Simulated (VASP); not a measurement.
HfMoC2:

```
Hf Mo C
1.0
     3.19142    0.00000    0.00000
     0.00000    3.19142    0.00000
     0.00000    0.00000    4.48516
Hf Mo C
1 1 2
Direct
  0.00000 0.00000 0.00000
  0.50000 0.50000 0.50000
  0.50000 0.50000 0.00000
  0.00000 0.00000 0.50000
```

- Program: VASP 6.6.1
- Task: relaxation of cell and atoms
- Functional: PBEsol
- Potentials or basis: VASP PAW PBE potentials, release 64 (Hf_pv, Mo_sv, C)
- Cutoff: 600 eV
- k mesh: 8 × 8 × 6
- Occupations: fermi-dirac, width 0.05 eV
- Spin: no spin polarisation
- Hubbard terms: Hf d U = 8.0 eV, Mo d U = 8.0 eV

At the start: pressure 15.6 GPa; volume 11.42 Å³/atom.

How do energy, volume and symmetry change on relaxing?

Over 6 steps the energy falls by 30.1 meV/atom and the volume is 12.06 Å³/atom (+5.6 %); space group P4/mmm (No. 123, to 0.05 Å).

The path:
| step | energy change (eV) | largest force (eV/Å) | pressure (GPa) | volume (Å³) |
| --- | --- | --- | --- | --- |
| 1 | 0.0000 | 0.0000 | 15.55 | 45.68 |
| 2 | 0.2305 | 0.0000 | -19.31 | 53.41 |
| 3 | -0.1201 | 0.0000 | -0.28 | 48.31 |
| 4 | -0.1201 | 0.0000 | -0.01 | 48.25 |
| 5 | -0.1204 | 0.0000 | 0.07 | 48.25 |
| 6 | -0.1205 | 0.0000 | 0.05 | 48.25 |

Final structure:
```cif
data_structure
_symmetry_space_group_name_H-M 'P 1'
_symmetry_Int_Tables_number 1
_cell_length_a 3.2441
_cell_length_b 3.2441
_cell_length_c 4.5844
_cell_angle_alpha 90.000
_cell_angle_beta 90.000
_cell_angle_gamma 90.000
_cell_volume 48.25
loop_
_atom_site_label
_atom_site_type_symbol
_atom_site_fract_x
_atom_site_fract_y
_atom_site_fract_z
_atom_site_occupancy
Hf1 Hf 0.00000 0.00000 0.00000 1
Mo1 Mo 0.50000 0.50000 0.50000 1
C1 C 0.50000 0.50000 0.00000 1
C2 C 0.00000 0.00000 0.50000 1
```

Caveat: the PAW data sets were made with another functional, which shifts forces and pressure a little; U without spin polarisation on a metal has little footing; the U is typed as a test and isn't derived for this compound.
